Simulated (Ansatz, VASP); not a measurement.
# One calculation of SiC, two programs

Contents of INCAR:

```
PREC = Accurate ; ENCUT = 520
EDIFF = 1E-8 ; ISMEAR = -1
SIGMA = 0.02 ; LREAL = Auto
LASPH = T ; NELM = 80
ALGO = Normal ; ISIF = 2
LWAVE = F ; LCHARG = F
GGA = PE ; LEFG = T
NBANDS = 86
```

File KPOINTS:

```
regular mesh
0
Gamma
  10 10 1
```

File POSCAR:

```
SiC
1.0
    3.0764846774      0.0000000000      0.0000000000
   -1.5382423387      2.6643138850      0.0000000000
    0.0000000000      0.0000000000     40.2676834000
Si C
16 16
Direct
    0.3333333333      0.6666666667      0.8125116600
    0.3333333333      0.6666666667      0.5624873200
    0.0000000000      0.0000000000      0.3750284400
    0.6666666667      0.3333333333      0.9374433700
    0.6666666667      0.3333333333      0.0624873200
    0.0000000000      0.0000000000      0.2499807700
    0.0000000000      0.0000000000      0.8750284400
    0.6666666667      0.3333333333      0.6874646200
    0.6666666667      0.3333333333      0.4999731500
    0.3333333333      0.6666666667      0.4374433700
    0.3333333333      0.6666666667      0.9999731500
    0.0000000000      0.0000000000      0.7499807700
    0.6666666667      0.3333333333      0.3125116600
    0.0000000000      0.0000000000      0.6249155300
    0.3333333333      0.6666666667      0.1874646200
    0.0000000000      0.0000000000      0.1249155300
    0.0000000000      0.0000000000      0.1717881400
    0.3333333333      0.6666666667      0.4843068800
    0.6666666667      0.3333333333      0.3595215500
    0.3333333333      0.6666666667      0.0469775000
    0.6666666667      0.3333333333      0.5469775000
    0.0000000000      0.0000000000      0.9218953400
    0.3333333333      0.6666666667      0.6093571800
    0.6666666667      0.3333333333      0.7344750700
    0.0000000000      0.0000000000      0.4218953400
    0.6666666667      0.3333333333      0.9843068800
    0.0000000000      0.0000000000      0.7968334900
    0.6666666667      0.3333333333      0.1093571800
    0.3333333333      0.6666666667      0.8595215500
    0.0000000000      0.0000000000      0.2968334900
    0.0000000000      0.0000000000      0.6717881400
    0.3333333333      0.6666666667      0.2344750700
```

Input for Ansatz:

```yaml
crystal:
  lattice:
    - [3.0764846774, 0.0, 0.0]
    - [-1.5382423387, 2.664313885, 0.0]
    - [0.0, 0.0, 40.2676834]
  atoms:
    - { symbol: Si, position: [0.3333333333, 0.6666666667, 0.81251166] }
    - { symbol: Si, position: [0.3333333333, 0.6666666667, 0.56248732] }
    - { symbol: Si, position: [0.0, 0.0, 0.37502844] }
    - { symbol: Si, position: [0.6666666667, 0.3333333333, 0.93744337] }
    - { symbol: Si, position: [0.6666666667, 0.3333333333, 0.06248732] }
    - { symbol: Si, position: [0.0, 0.0, 0.24998077] }
    - { symbol: Si, position: [0.0, 0.0, 0.87502844] }
    - { symbol: Si, position: [0.6666666667, 0.3333333333, 0.68746462] }
    - { symbol: Si, position: [0.6666666667, 0.3333333333, 0.49997315] }
    - { symbol: Si, position: [0.3333333333, 0.6666666667, 0.43744337] }
    - { symbol: Si, position: [0.3333333333, 0.6666666667, 0.99997315] }
    - { symbol: Si, position: [0.0, 0.0, 0.74998077] }
    - { symbol: Si, position: [0.6666666667, 0.3333333333, 0.31251166] }
    - { symbol: Si, position: [0.0, 0.0, 0.62491553] }
    - { symbol: Si, position: [0.3333333333, 0.6666666667, 0.18746462] }
    - { symbol: Si, position: [0.0, 0.0, 0.12491553] }
    - { symbol: C, position: [0.0, 0.0, 0.17178814] }
    - { symbol: C, position: [0.3333333333, 0.6666666667, 0.48430688] }
    - { symbol: C, position: [0.6666666667, 0.3333333333, 0.35952155] }
    - { symbol: C, position: [0.3333333333, 0.6666666667, 0.0469775] }
    - { symbol: C, position: [0.6666666667, 0.3333333333, 0.5469775] }
    - { symbol: C, position: [0.0, 0.0, 0.92189534] }
    - { symbol: C, position: [0.3333333333, 0.6666666667, 0.60935718] }
    - { symbol: C, position: [0.6666666667, 0.3333333333, 0.73447507] }
    - { symbol: C, position: [0.0, 0.0, 0.42189534] }
    - { symbol: C, position: [0.6666666667, 0.3333333333, 0.98430688] }
    - { symbol: C, position: [0.0, 0.0, 0.79683349] }
    - { symbol: C, position: [0.6666666667, 0.3333333333, 0.10935718] }
    - { symbol: C, position: [0.3333333333, 0.6666666667, 0.85952155] }
    - { symbol: C, position: [0.0, 0.0, 0.29683349] }
    - { symbol: C, position: [0.0, 0.0, 0.67178814] }
    - { symbol: C, position: [0.3333333333, 0.6666666667, 0.23447507] }
kpoints:
  mp_grid: { grid: [10, 10, 1] }
scf:
  occupations: { method: fermi_dirac, width: 0.02 }
hamiltonian:
  xc: pbe
  pseudopotentials: { kind: paw }
output:
  forces: true
  stress: true
  populations: true
  efg: { contact_densities: true }
```

Alike in both runs: task electric field gradients; functional PBE; k mesh 10 × 10 × 1; occupations fermi-dirac, width 0.02 eV; no spin polarisation.

|  | VASP | Ansatz |
| --- | --- | --- |
| version | VASP 6.6.1 | Ansatz 0.2.0 |
| potentials or method | VASP PAW PBE potentials, release 64 (Si, C) | plane-wave PAW, scalar-relativistic |
| plane-wave cutoff (eV) | 520 | 420 |
| valence electrons in the cell | 128 | 128 |

VASP gave:

- gap on the k mesh at the Fermi level (eV): 1.97
- pressure (GPa): 3.8
- traceless stress, the component that is largest in VASP (GPa): -0.08
- rms of the force components (eV/Å): 0.004
- size of Vzz on the site where it differs most (V/Å²): 0.3

Question: What did Ansatz give for the same quantities?

Answer: gap on the k mesh at the Fermi level (eV): 1.97; pressure (GPa): 3.9; traceless stress, the component that is largest in VASP (GPa): -0.06; rms of the force components (eV/Å): 0.003; size of Vzz on the site where it differs most (V/Å²): 0.5.

Atom by atom the forces differ by 0.003 eV/Å (rms over components).
